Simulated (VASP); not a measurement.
BaGe3F2:

```
Ba Ge F
1.0
     3.24554    1.87381    2.64997
    -3.24554    1.87381    2.64997
     0.00000   -3.74762    2.64997
Ba Ge F
1 3 2
Cartesian
  0.0000 0.0000 0.0000
  0.0000 1.8738 2.6500
  1.6228 -0.9369 2.6500
  -1.6228 -0.9369 2.6500
  0.0000 0.0000 5.9624
  0.0000 0.0000 1.9875
```

* Program: VASP 6.6.1
* Task: relaxation of cell and atoms
* Functional: PBE
* Potentials or basis: VASP PAW PBE potentials, release 64 (Ba_sv, Ge_d, F)
* Cutoff: 600 eV
* k mesh: 4 × 4 × 4
* Occupations: gaussian, width 0.1 eV
* Spin: no spin polarisation

At the start: pressure 54.5 GPa; volume 16.12 Å³/atom.

**Question.** How do energy, volume and symmetry change on relaxing?

**Answer.** Over 24 steps the energy falls by 1272.1 meV/atom and the volume is 22.67 Å³/atom (+40.6 %); space group R-3m (No. 166, to 0.1 Å) before and after.

Step by step:
```csv
step,energy change (eV),largest force (eV/Å),pressure (GPa),volume (Å³)
1,0.0000,8.7635,54.48,96.70
2,-4.7846,0.3989,-8.32,193.44
3,-6.6986,0.7022,3.34,140.34
4,-7.1425,0.1498,-1.48,151.52
5,-7.1557,0.0465,-2.29,154.08
6,-7.2595,0.3694,-0.70,148.30
7,-7.2660,0.5261,-0.20,146.69
8,-7.2927,0.4953,0.04,145.42
9,-7.3652,0.4363,0.67,141.65
10,-7.4683,0.3191,2.29,134.22
11,-7.2789,0.3689,7.13,119.91
12,-7.4692,0.3549,3.08,131.99
13,-7.4741,0.2904,3.85,129.05
14,-7.4822,0.2749,3.78,128.98
15,-7.5042,0.2217,3.63,128.76
16,-7.5363,0.0909,3.35,128.30
17,-7.5318,0.3350,2.97,127.34
18,-7.5479,0.0411,3.21,127.91
19,-7.5655,0.0370,2.77,128.82
20,-7.6051,0.0280,1.64,131.57
21,-7.6283,0.0215,-0.37,137.18
22,-7.6294,0.0222,-0.08,136.28
23,-7.6304,0.0142,-0.12,136.21
24,-7.6324,0.0114,-0.03,135.99
```

Final structure:
```cif
data_structure
_symmetry_space_group_name_H-M 'P 1'
_symmetry_Int_Tables_number 1
_cell_length_a 5.1702
_cell_length_b 5.1702
_cell_length_c 5.1702
_cell_angle_alpha 95.715
_cell_angle_beta 95.715
_cell_angle_gamma 95.715
_cell_volume 135.99
loop_
_atom_site_label
_atom_site_type_symbol
_atom_site_fract_x
_atom_site_fract_y
_atom_site_fract_z
_atom_site_occupancy
Ba1 Ba 0.00000 0.00000 0.00000 1
Ge1 Ge 0.50000 0.50000 0.00000 1
Ge2 Ge 0.50000 0.00000 0.50000 1
Ge3 Ge 0.00000 0.50000 0.50000 1
F1 F 0.67171 0.67171 0.67171 1
F2 F 0.32829 0.32829 0.32829 1
```

Caveat: the volume moved by over 15 % at a fixed basis, so the end points are rough.
